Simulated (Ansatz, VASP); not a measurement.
## GaN: VASP beside Ansatz

Contents of INCAR:

```
SYSTEM = GaN
  PREC = Accurate
  ENCUT = 600
  EDIFF = 1E-7
  ISMEAR = 0
  SIGMA = 0.1
  LREAL = .False.
  LASPH = .True.
  NELM = 100
  ALGO = Normal
  ISIF = 3
  LWAVE = .False.
  LCHARG = .False.
  GGA = PE
  IBRION = 2
  NSW = 90
  EDIFFG = -0.04
```

File KPOINTS:

```
regular mesh
0
Gamma
  6 6 2
  0 0 0
```

Contents of POSCAR:

```
GaN
1.0
    3.2108682500      0.0000000000      0.0000000000
   -1.6054341200      2.7806934700      0.0000000000
    0.0000000000      0.0000000000     10.5803864400
Ga N
4 4
Direct
    0.3333333300      0.6666666700      0.8750000000
    0.6666666700      0.3333333300      0.1250000000
    0.6666666700      0.3333333300      0.3750000000
    0.3333333300      0.6666666700      0.6250000000
    0.6666666700      0.3333333300      0.7500000000
    0.0000000000      0.0000000000      0.0000000000
    0.3333333300      0.6666666700      0.2500000000
    0.0000000000      0.0000000000      0.5000000000
```

Input for Ansatz:

```yaml
crystal:
  lattice:
    - [3.21086825, 0.0, 0.0]
    - [-1.60543412, 2.78069347, 0.0]
    - [0.0, 0.0, 10.58038644]
  atoms:
    - { symbol: Ga, position: [0.33333333, 0.66666667, 0.875] }
    - { symbol: Ga, position: [0.66666667, 0.33333333, 0.125] }
    - { symbol: Ga, position: [0.66666667, 0.33333333, 0.375] }
    - { symbol: Ga, position: [0.33333333, 0.66666667, 0.625] }
    - { symbol: "N", position: [0.66666667, 0.33333333, 0.75] }
    - { symbol: "N", position: [0.0, 0.0, 0.0] }
    - { symbol: "N", position: [0.33333333, 0.66666667, 0.25] }
    - { symbol: "N", position: [0.0, 0.0, 0.5] }
basis:
  ecutwfc: 420
kpoints:
  mp_grid: { grid: [6, 6, 2] }
hamiltonian:
  xc: pbe
scf:
  occupations: { method: gaussian, width: 0.1 }
  lower_state_search: "off"
output:
  forces: true
  stress: true
  eigenvalues: true
relax:
  adjacent_minimum: "off"
  f_tol: 0.04
  max_steps: 70
  cell: { stress_tol: 0.4 }
```

Alike in both runs: task relaxation of cell and atoms; functional PBE; k mesh 6 × 6 × 2; occupations gaussian, width 0.1 eV; no spin polarisation.

```csv
,VASP,Ansatz
version,VASP 6.6.1,Ansatz 0.2.0
potentials or method,"VASP PAW PBE potentials, release 64 (Ga_d, N), cutoff 600 eV","scalar-relativistic, plane waves, PAW"
valence electrons in the cell,72,72
```

```csv
,VASP,Ansatz,Ansatz less VASP
"gap on the k mesh at the Fermi level, each at its own relaxed structure (eV)",1.03,1.06,+0.033
relaxed volume (Å³/atom),9.89,9.85,-0.044
relaxed length of the cell vector where the two differ most in proportion (Å),10.035,10.019,-0.0156
```

Noted on VASP's run: the volume moved by over 15 % at a fixed basis, so the end points are rough.
